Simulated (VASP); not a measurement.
Here is a VASP 6.6.1 calculation.

File INCAR:

```
ALGO = Normal
EDIFF = 1E-6
ENCUT = 520
GGA = PE
ISIF = 2
ISMEAR = 0
ISPIN = 2
LASPH = True
LCHARG = False
LORBIT = 11
LREAL = False
LWAVE = False
MAGMOM = 0 0 0 0 0.42 0.42 0.42 0.42 0 0 0 0
NBANDS = 53
NELM = 150
PREC = Accurate
SIGMA = 0.1
```

Contents of KPOINTS:

```
k-points
0
Gamma
  4 2 2
```

POSCAR

```
SrAlO4
1.0
   -4.6392034384      0.0000000000      0.0018124274
    0.2117627050      0.0000000000     -6.0064787290
    0.0000000000     -6.1669797047      0.0000000000
Sr Al O
2 2 8
Direct
    0.5000000000      0.2500000000      0.7280854869
    0.5000000000      0.7500000000      0.2719145131
    1.0000000000      0.7500000000      0.7628264675
    1.0000000000      0.2500000000      0.2371735325
    0.2896544195      0.8664657724      0.6168437591
    0.7103455805      0.6335342276      0.6168437591
    0.7103455805      0.1335342276      0.3831562409
    0.2896544195      0.3664657724      0.3831562409
    0.1364633770      0.5363436427      0.9414242550
    0.8635366230      0.9636563573      0.9414242550
    0.8635366230      0.4636563573      0.0585757450
    0.1364633770      0.0363436427      0.0585757450
```

Potentials or basis: VASP PAW PBE potentials, release 64 (Sr_sv, Al, O).

Command:

```bash
$ cat potpaw_PBE.64/Sr_sv/POTCAR potpaw_PBE.64/Al/POTCAR potpaw_PBE.64/O/POTCAR > POTCAR
$ mpirun -np 1 vasp_std > vasp.out
```

Problem. What does it give for the net moment?

Solution. 0.00 μB per cell.

Problem. Predict the largest force.

Solution. 0.290 eV/Å.

Problem. Estimate the band gap on the k mesh.

Solution. Zero (filled and empty bands overlap).

Problem. Predict the pressure.

Solution. 0.0 GPa.

Forces in eV/Å, atoms in the order of the input:
```
Sr   0.000  0.081  0.000
Sr   0.000 -0.081  0.000
Al   0.000  0.290  0.000
Al   0.000 -0.290  0.000
O    0.113 -0.048 -0.080
O   -0.113 -0.048  0.080
O   -0.113  0.048  0.080
O    0.113  0.048 -0.080
O   -0.008 -0.017  0.015
O    0.008 -0.017 -0.015
O    0.008  0.017 -0.015
O   -0.008  0.017  0.015
```

Caveat: the k points lie up to 0.52 Å⁻¹ apart.
